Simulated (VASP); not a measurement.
# SiNi (rocksalt type) (Fm-3m) in VASP: further runs

The runs below take SiNi (rocksalt type) through single point, with LDA.

Everything below comes from runs of VASP 6.6.1. Logs are shortened: lines on timing, memory, paths and dates and some standing lists are left out, and cuts for length are marked.

## Step 1: The cell of the first run

The structure is cubic, space group Fm-3m (No. 225). The conventional cell has a = 4.001 Å, b = 4.001 Å, c = 4.001 Å, α = 90.00°, β = 90.00°, γ = 90.00°. Ni (site symmetry m-3m) has 6 Si at 2.00 Å within 2.7 Å. Within 2.7 Å of Si (site symmetry m-3m) lie 6 Ni at 2.00 Å.

## Step 2: Single point, LDA (volume scaled by 0.64)

INCAR

```
SYSTEM = SiNi
ALGO = Normal ; EDIFF = 1E-7
ENCUT = 520 ; ISIF = 2
ISMEAR = -1 ; LASPH = .True.
LCHARG = .False. ; LREAL = .False.
LWAVE = .False. ; NBANDS = 14
NELM = 100 ; PREC = Accurate
SIGMA = 0.08
```

KPOINTS

```
k-points
0
Gamma
  16 16 16
  0 0 0
```

POSCAR

```
SiNi
1.0
    0.0000000000      2.0005013062      2.0005013062
    2.0005013062      0.0000000000      2.0005013062
    2.0005013062      2.0005013062      0.0000000000
Ni Si
1 1
Direct
    0.0000000000      0.0000000000      0.0000000000
    0.5000000000      0.5000000000      0.5000000000
```

Potentials or basis: VASP PAW LDA potentials, release 64 (Ni, Si).

Command:

```
$ cat potpaw_LDA.64/Ni/POTCAR potpaw_LDA.64/Si/POTCAR > POTCAR
$ mpirun -np 1 vasp_std > vasp.out
```

OUTCAR:

```text
SYSTEM = SiNi
   EDIFF = 1E-7
   ENCUT = 520
   ISIF = 2
   ISMEAR = -1
   LASPH = .True.
   LREAL = .False.
   NELM = 100
   PREC = Accurate

 ion  position               nearest neighbor table
   1  0.000  0.000  0.000-   2 2.00   2 2.00   2 2.00   2 2.00   2 2.00   2 2.00
   2  0.500  0.500  0.500-   1 2.00   1 2.00   1 2.00   1 2.00   1 2.00   1 2.00

  LATTYP: Found a face centered cubic cell.
 ALAT       =     4.0010026124

  Lattice vectors:

 A1 = (   0.0000000000,   2.0005013062,   2.0005013062)
 A2 = (   2.0005013062,   0.0000000000,   2.0005013062)
 A3 = (   2.0005013062,   2.0005013062,   0.0000000000)

Analysis of symmetry for initial positions (statically):
=====================================================================
 Subroutine PRICEL returns:
 Original cell was already a primitive cell.

 Routine SETGRP: Setting up the symmetry group for a
 face centered cubic supercell.

 Subroutine GETGRP returns: Found 48 space group operations
[... 9 lines left out ...]

 Routine SETGRP: Setting up the symmetry group for a
 face centered cubic supercell.

 Subroutine GETGRP returns: Found 48 space group operations
[... 11 lines left out ...]
                                     Primitive cell

  volume of cell :      16.0120

  direct lattice vectors                    reciprocal lattice vectors
     0.000000000  2.000501306  2.000501306    -0.249937352  0.249937352  0.249937352
     2.000501306  0.000000000  2.000501306     0.249937352 -0.249937352  0.249937352
     2.000501306  2.000501306  0.000000000     0.249937352  0.249937352 -0.249937352

  length of vectors
     2.829136079  2.829136079  2.829136079     0.432904193  0.432904193  0.432904193

  position of ions in fractional coordinates (direct lattice)
     0.000000000  0.000000000  0.000000000
     0.500000000  0.500000000  0.500000000

  ion indices of the primitive-cell ions
   primitive index   ion index
                 1           1
                 2           2

----------------------------------------------------------------------------------------

 KPOINTS: k-points

Automatic generation of k-mesh.
 Grid dimensions read from file:
 generate k-points for:   16   16   16

 Generating k-lattice:

  Cartesian coordinates                     Fractional coordinates (reciprocal lattice)
    -0.015621085  0.015621085  0.015621085     0.062500000  0.000000000  0.000000000
     0.015621085 -0.015621085  0.015621085     0.000000000  0.062500000  0.000000000
     0.015621085  0.015621085 -0.015621085     0.000000000  0.000000000  0.062500000

  Length of vectors
     0.027056512  0.027056512  0.027056512

  Shift w.r.t. Gamma in fractional coordinates (k-lattice)
     0.000000000  0.000000000  0.000000000

 Subroutine IBZKPT returns following result:
 ===========================================

 Found    145 irreducible k-points:

 Following reciprocal coordinates:
            Coordinates               Weight
  0.000000  0.000000  0.000000      1.000000
  0.062500  0.000000  0.000000      8.000000
  0.125000  0.000000  0.000000      8.000000
  0.187500  0.000000  0.000000      8.000000
  0.250000  0.000000  0.000000      8.000000
  0.312500  0.000000  0.000000      8.000000
[... 16 lines left out ...]
 -0.125000  0.062500  0.000000     24.000000
 -0.062500  0.062500  0.000000     12.000000
 [... further k-points ...]
   k-points           NKPTS =    145   k-points in BZ     NKDIM =    145   number of bands    NBANDS=     14
   number of dos      NEDOS =    301   number of ions     NIONS =      2
   total plane-waves  NPLWV =  13824
   dimension x,y,z NGX =    24 NGY =   24 NGZ =   24
   dimension x,y,z NGXF=    48 NGYF=   48 NGZF=   48
   ions per type =               1   1
   NGX,Y,Z   is equivalent  to a cutoff of  14.10, 14.10, 14.10 a.u.
   NGXF,Y,Z  is equivalent  to a cutoff of  28.21, 28.21, 28.21 a.u.
 SYSTEM =  SiNi
   PREC   = accura    normal or accurate (medium, high low for compatibility)
   ISTART =      0    job   : 0-new  1-cont  2-samecut
   ICHARG =      2    charge: 1-file 2-atom 10-const
   ISPIN  =      1    spin polarized calculation?
   LNONCOLLINEAR =      F non collinear calculations
   LSORBIT =      F    spin-orbit coupling
   LASPH  =      T    aspherical Exc in radial PAW
   ENCUT  =  520.0 eV  38.22 Ry    6.18 a.u.   5.26  5.26  5.26*2*pi/ulx,y,z
   NELM   =    100;   NELMIN=  2; NELMDL= -5     # of ELM steps
   EDIFF  = 0.1E-06   stopping-criterion for ELM
   LREAL  =      F    real-space projection
   EDIFFG = 0.1E-05   stopping-criterion for IOM
   NSW    =      0    number of steps for IOM
   IBRION =     -1    ionic relax: 0-MD 1-quasi-New 2-CG
   NFREE  =      0    steps in history (QN), initial steepest desc. (CG)
   ISIF   =      2    stress and relaxation
   ISYM   =      2    0-nonsym 1-usesym 2-fastsym
   POTIM  = 0.5000    time-step for ionic-motion
   TEBEG  =    0.0;   TEEND  =   0.0 temperature during run
   PSTRESS=    0.0 pullay stress
   NELECT =      14.0000    total number of electrons
   NUPDOWN=      -1.0000    fix difference up-down
   EMIN   =  10.00;   EMAX   =-10.00  energy-range for DOS
   EFERMI =   0.00;   METHOD = LEGACY
   ISMEAR =    -1;   SIGMA  =   0.08  broadening in eV -4-tet -1-fermi 0-gaus
   EFERMI_NEDOS =   21; number of points for ismear=-14 and -15
   IALGO  =     38    algorithm
   IMIX   =      4    mixing-type and parameters
     AMIX     =   0.40;   BMIX     =  1.00
     AMIX_MAG =   1.60;   BMIX_MAG =  1.00
  volume/ion in A,a.u.               =       8.01        54.03
  Fermi-wavevector in a.u.,A,eV,Ry     =   1.565436  2.958245 33.342303  2.450590
  Thomas-Fermi vector in A             =   2.667912
   LORBIT       =      0    0 simple, 1 ext, 2 COOP (PROOUT), +10 PAW based schemes
   GGA     = CA    functional components
   LHFCALC =     F    Hartree Fock is set to
   AEXX    =    0.0000 exact exchange contribution
   IVDW    =     0    specifies the selected vdW correction
   LEPSILON=     F    determine dielectric tensor
   LRPA    =     F    only Hartree local field effects (RPA)
 non-spin polarized calculation
  energy-cutoff  :      520.00
  volume of cell :       16.01
 maximum number of plane-waves:       445
 NGX is ok and might be reduce to    24
   NGX = 11   NGY = 11   NGZ = 11

 number of electron      14.0000006 magnetization

 Free energy of the ion-electron system (eV)
  ---------------------------------------------------
  ext. energy  EPLUGINS =         0.00000000
  ---------------------------------------------------
  free energy    TOTEN  =        -8.89221901 eV

  energy without entropy =       -8.87595637  energy(sigma->0) =       -8.88408769

 E-fermi :  17.7900     XC(G=0): -14.5732

 val. band max:       17.7594411850   @ k =  -0.2500   0.5000   0.2500
 cond. band min:      17.8182749273   @ k =  -0.2500   0.3125   0.1250
 fundamental gap:      0.0588337423
 Fermi energy:        17.7900266931

 k-point     1 :       0.0000    0.0000    0.0000
  band No.  band energies     occupation
      1       0.8236      2.00000
      2      12.2386      2.00000
      3      12.2386      2.00000
      4      12.2386      2.00000
      5      12.4694      2.00000
      6      12.4694      2.00000
      7      24.3618      0.00000
      8      24.3618      0.00000
      9      24.3618      0.00000
     10      29.8376      0.00000
     11      29.8376      0.00000
     12      29.8376      0.00000
     13      29.9417      0.00000
     14      36.2244      0.00000

 k-point     2 :       0.0625    0.0000    0.0000
  band No.  band energies     occupation
      1       0.9361      2.00000
      2      12.1642      2.00000
      3      12.2638      2.00000
      4      12.2638      2.00000
      5      12.4507      2.00000
      6      12.4507      2.00000
      7      23.7963      0.00000
      8      24.3926      0.00000
      9      24.3926      0.00000
     10      28.7307      0.00000
     11      29.9265      0.00000
     12      29.9265      0.00000
     13      31.5338      0.00000
     14      35.2355      0.00000

 k-point     3 :       0.1250    0.0000    0.0000
  band No.  band energies     occupation
      1       1.2713      2.00000
      2      11.9437      2.00000
      3      12.2113      2.00000
      4      12.2113      2.00000
      5      12.5288      2.00000
      6      12.5288      2.00000
      7      22.3975      0.00000
      8      24.4720      0.00000
      9      24.4720      0.00000
     10      28.0825      0.00000
     11      30.1161      0.00000
     12      30.1161      0.00000
     13      33.2171      0.00000
     14      33.8340      0.00000

 k-point     4 :       0.1875    0.0000    0.0000
  band No.  band energies     occupation
      1       1.8219      2.00000
      2      11.5797      2.00000
      3      12.0348      2.00000
      4      12.0348      2.00000
      5      12.7630      2.00000
      6      12.7630      2.00000
      7      20.6908      0.00000
      8      24.5696      0.00000
      9      24.5696      0.00000
     10      27.6382      0.00000
     11      30.0484      0.00000
     12      30.0484      0.00000
     13      33.0268      0.00000
     14      33.0268      0.00000

 k-point     5 :       0.2500    0.0000    0.0000
  band No.  band energies     occupation
      1       2.5756      2.00000
      2      11.0628      2.00000
      3      11.8226      2.00000
      4      11.8226      2.00000
      5      13.0748      2.00000
      6      13.0748      2.00000
      7      19.0146      0.00000
      8      24.6528      0.00000
      9      24.6528      0.00000
     10      27.2219      0.00000
     11      29.3409      0.00000
[... 276 lines left out ...]
 k-point    22 :      -0.1875    0.0625    0.0000
  band No.  band energies     occupation
      1       2.1469      2.00000
      2      11.4098      2.00000
      3      11.9231      2.00000
      4      11.9453      2.00000
      5      12.7656      2.00000
      6      13.0043      2.00000
      7      20.1734      0.00000
      8      23.1446      0.00000
      9      25.7124      0.00000
     10      27.7907      0.00000
     11      29.4002      0.00000
     12      29.8830      0.00000
     13      31.6019      0.00000
     14      34.2132      0.00000

 k-point    23 :      -0.1250    0.0625    0.0000
  band No.  band energies     occupation
      1       1.5292      2.00000
      2      11.8046      2.00000
      3      12.1120      2.00000
      4      12.1573      2.00000
      5      12.5082      2.00000
      6      12.7247      2.00000
      7      21.9014      0.00000
      8      23.3048      0.00000
      9      25.2984      0.00000
     10      28.0478      0.00000
     11      30.0206      0.00000
     12      30.1397      0.00000
     13      31.9747      0.00000
     14      34.2433      0.00000

 k-point    24 :      -0.0625    0.0625    0.0000
  band No.  band energies     occupation
      1       1.1227      2.00000
      2      12.0536      2.00000
      3      12.2319      2.00000
      4      12.3353      2.00000
      5      12.3371      2.00000
      6      12.5393      2.00000
      7      23.3510      0.00000
      8      23.6374      0.00000
      9      24.8371      0.00000
     10      28.3007      0.00000
     11      29.9276      0.00000
     12      30.1596      0.00000
     13      32.7090      0.00000
     14      33.5061      0.00000

 [... further k-points ...]
[... 5 lines left out ...]
  --------------------------------------------------------------------------------------
  -------------------------------------------------------------------------------------
  Total       19.8572813     19.8572813     19.8572813      0.0000000      0.0000000      0.0000000
  in kB     1986.9359062   1986.9359062   1986.9359062      0.0000000      0.0000000      0.0000000
  external PRESSURE =    1986.9359062 kB  Pullay stress =       0.0000000 kB

 VOLUME and BASIS-vectors are now :
 -----------------------------------------------------------------------------
  energy-cutoff  :      520.00
  volume of cell :       16.01
      direct lattice vectors                 reciprocal lattice vectors
     0.000000000  2.000501306  2.000501306    -0.249937352  0.249937352  0.249937352
     2.000501306  0.000000000  2.000501306     0.249937352 -0.249937352  0.249937352
     2.000501306  2.000501306  0.000000000     0.249937352  0.249937352 -0.249937352

 POSITION                                       TOTAL-FORCE (eV/Angst)
 -----------------------------------------------------------------------------------
      0.00000      0.00000      0.00000         0.000000     -0.000000      0.000000
      2.00050      2.00050      2.00050        -0.000000      0.000000     -0.000000
 -----------------------------------------------------------------------------------
    total drift:                                0.000000     -0.000000     -0.000000

  FREE ENERGIE OF THE ION-ELECTRON SYSTEM (eV)
  ---------------------------------------------------
  free  energy   TOTEN  =        -8.8922190084 eV

  energy  without entropy=       -8.8759563744  energy(sigma->0) =       -8.88408769
```

Wall time 43 s (1 thread of Intel Xeon 8259CL, shared host); peak memory 0.15 GiB.

Results:

* Free energy: -8.8922 eV
* Pressure: 198.7 GPa
* Band gap on the k mesh: zero (band 7 reaches 24.36 eV, above the bottom of band 8 at 15.67 eV)

Levels at points of the mesh, in eV from the Fermi level:
```
           k point  band 5  band 6  band 7  band 8  band 9  band 10
(0.00, 0.00, 0.00)   -5.32   -5.32    6.57    6.57    6.57    12.05
(0.50, 0.00, 0.00)   -3.75   -3.75   -2.18    6.85    6.85     8.36
(0.50, 0.50, 0.00)   -3.36   -3.36   -1.17   -0.55   -0.55     7.14
```

 Spin polarisation is off, so any magnetic state and its effect on volume and gap are missing.

## Step 3: Single point, LDA (volume scaled by 0.72)

INCAR

```
  ALGO = Normal
  EDIFF = 1E-6
  ENCUT = 520
  GGA = CA
  ISIF = 2
  ISMEAR = -1
  LASPH = T
  LCHARG = F
  LREAL = F
  LWAVE = F
  NBANDS = 14
  NELM = 100
  PREC = Accurate
  SIGMA = 0.08
```

KPOINTS

```
k-points
0
Gamma
  16 16 16
```

POSCAR

```
SiNi
1.0
    0.0000000000      2.0806052026      2.0806052026
    2.0806052026      0.0000000000      2.0806052026
    2.0806052026      2.0806052026      0.0000000000
Ni Si
1 1
Direct
    0.0000000000      0.0000000000      0.0000000000
    0.5000000000      0.5000000000      0.5000000000
```

Potentials or basis: VASP PAW LDA potentials, release 64 (Ni, Si).

Command:

```
$ cat potpaw_LDA.64/Ni/POTCAR potpaw_LDA.64/Si/POTCAR > POTCAR
$ mpirun -np 1 vasp_std > vasp.out
```

Run time: 36 s. Hardware: 1 thread of Intel Xeon 8259CL, shared host; peak memory 0.16 GiB.

Results (log left out):

```
Free energy            : -10.7989 eV
Pressure               : 113.4 GPa
Band gap on the k mesh : zero (band 7 reaches 21.17 eV, above the bottom of band 8 at 13.50 eV)
```

Levels at points of the mesh, in eV from the Fermi level:
```csv
k point,band 3,band 4,band 5,band 6,band 7,band 8,band 9,band 10,band 11,band 12
"(0.00, 0.00, 0.00)",-4.62,-4.62,-4.48,-4.48,5.87,5.87,5.87,11.58,11.58,11.58
"(0.50, 0.00, 0.00)",-5.57,-5.57,-3.15,-3.15,-1.90,6.77,6.77,8.03,8.23,8.23
"(0.50, 0.50, 0.00)",-6.25,-3.84,-2.82,-2.82,-1.05,-0.45,-0.45,6.64,6.92,20.73
```

## Step 4: Single point, LDA (volume scaled by 0.72)

INCAR

```
SYSTEM = SiNi
PREC = Accurate ; ENCUT = 520
EDIFF = 1E-6 ; ISMEAR = -1
SIGMA = 0.08 ; LREAL = .FALSE.
LASPH = .TRUE. ; NELM = 100
ALGO = Normal ; ISIF = 2
LWAVE = .FALSE. ; LCHARG = .TRUE.
LELF = .TRUE. ; LVHAR = .TRUE.
NBANDS = 14
```

KPOINTS

```
Automatic mesh
0
G
  16 16 16
  0 0 0
```

POSCAR is that of step 3.

Command:

```
$ cat potpaw_LDA.64/Ni/POTCAR potpaw_LDA.64/Si/POTCAR > POTCAR
$ mpirun -np 1 vasp_std > vasp.out
```

Run time: 37 s. Hardware: 1 thread of Intel Xeon 8259CL, shared host; peak memory 0.16 GiB.

The run converged. Its results:

* Free energy: -10.7989 eV
* Pressure: 113.4 GPa
* Band gap on the k mesh: zero (band 7 reaches 21.17 eV, above the bottom of band 8 at 13.50 eV)

Levels at points of the mesh, in eV from the Fermi level:
| k point | band 3 | band 4 | band 5 | band 6 | band 7 | band 8 | band 9 | band 10 | band 11 | band 12 |
| --- | --- | --- | --- | --- | --- | --- | --- | --- | --- | --- |
| (0.00, 0.00, 0.00) | -4.62 | -4.62 | -4.48 | -4.48 | 5.87 | 5.87 | 5.87 | 11.58 | 11.58 | 11.58 |
| (0.50, 0.00, 0.00) | -5.57 | -5.57 | -3.15 | -3.15 | -1.90 | 6.77 | 6.77 | 8.03 | 8.23 | 8.23 |
| (0.50, 0.50, 0.00) | -6.25 | -3.84 | -2.82 | -2.82 | -1.05 | -0.45 | -0.45 | 6.64 | 6.92 | 20.73 |

 Spin polarisation is off, so any magnetic state and its effect on volume and gap are missing.

[end of part 1 of 2]
